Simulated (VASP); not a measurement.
Wanted: the native input for a VASP 6.6.1 run.

- Task: single point
- Functional: PBEsol
- Potentials or basis: VASP PAW PBE potentials, release 64 (O, H, C)
- Cutoff: 520 eV
- k mesh: 1 × 1 × 1
- Occupations: fermi-dirac, width 0.02 eV
- Spin: no spin polarisation
- Dipole correction: no
- Further INCAR settings: LREAL = Auto; ALGO = Normal; EDIFF = 1e-06; NBANDS = 72

The structure of H22CO12 lies in POSCAR:

```
H22CO12
1.0
    7.7854430000      0.0000000000      0.0000000000
    0.0000000000      7.7854430000      0.0000000000
    0.0000000000      0.0000000000      7.7854430000
O H C
12 22 1
Direct
    0.7731608850      0.2774408598      0.2705176828
    0.0729052926      0.5397637617      0.1949535820
    0.3916026358     -0.0321368996      0.1208665968
    0.4734990674      0.3008049767      0.9952034842
    0.5685225619      0.7630008980      0.9144373673
    0.6693902967      0.5893049374      0.4961567376
    0.8445890619      0.5413821667      0.8069932565
    0.6721390164      0.0052790830      0.6018411541
    0.1908690360      0.4487605908      0.8820564225
   -0.0940216247      0.2179580533      0.8188101820
    0.8635732096      0.7626155634      0.0687179907
    0.8959413100      0.9146171901      0.3070088626
    0.8565215878      0.3606602733      0.2202572159
    0.8426238558      0.1872597359      0.3131485260
    0.1140718646      0.5351269029      0.0815239415
    0.1834192351      0.5754328944      0.2372890021
    0.2866246661     -0.0831166576      0.1011888469
    0.4174714271      0.0812413629      0.0790578006
    0.4301617776      0.2877806696      0.8787168566
    0.6033182698      0.2765545904      1.0193768036
    0.5003311950      0.8480699172      0.9765276041
    0.5590304881      0.7596998655      0.7907321395
    0.7614081819      0.6676177579      0.4512781097
    0.7310823546      0.4809231793      0.4944484212
    0.7702708760      0.6454610226      0.8452698196
    0.7964864684      0.5338039210      0.6978665183
    0.5836019864      0.0899884567      0.5642967266
    0.7131386101     -0.0253935454      0.4946282440
    0.1676462084      0.5484723220      0.8050152059
    0.0879204947      0.3731451120      0.8439982156
   -0.1412379488      0.3305142687      0.8410696732
   -0.1656039354      0.1867202676      0.7040704042
    0.9323811118      0.6744381790      0.1352781081
    0.8469010691      1.0419188735      0.0745879200
    0.8774580971      0.9092096622      0.1495997081
```

These files were run (other wordings do the same):

INCAR

```
PREC = Accurate ; ENCUT = 520
EDIFF = 1E-6 ; ISMEAR = -1
SIGMA = 0.02 ; LREAL = Auto
LASPH = T ; NELM = 100
ALGO = Normal ; ISIF = 2
LWAVE = F ; LCHARG = F
GGA = PS ; NBANDS = 72
```

KPOINTS

```
regular mesh
0
Gamma
  1 1 1
```

Potentials or basis: VASP PAW PBE potentials, release 64 (O, H, C).

The run is started by

```console
$ cat potpaw_PBE.64/O/POTCAR potpaw_PBE.64/H/POTCAR potpaw_PBE.64/C/POTCAR > POTCAR
$ mpirun -np 1 vasp_gam > vasp.out
```

It gave:

* Pressure: 0.6 GPa
* Largest force: 3.970 eV/Å
* Band gap on the k mesh: 4.09 eV

Caveat: the k points lie up to 0.81 Å⁻¹ apart; the PAW data sets were made with another functional, which shifts forces and pressure a little.

Wall time 2.4 min on 1 thread of Intel Xeon 8259CL (shared host), peak memory 0.47 GiB.
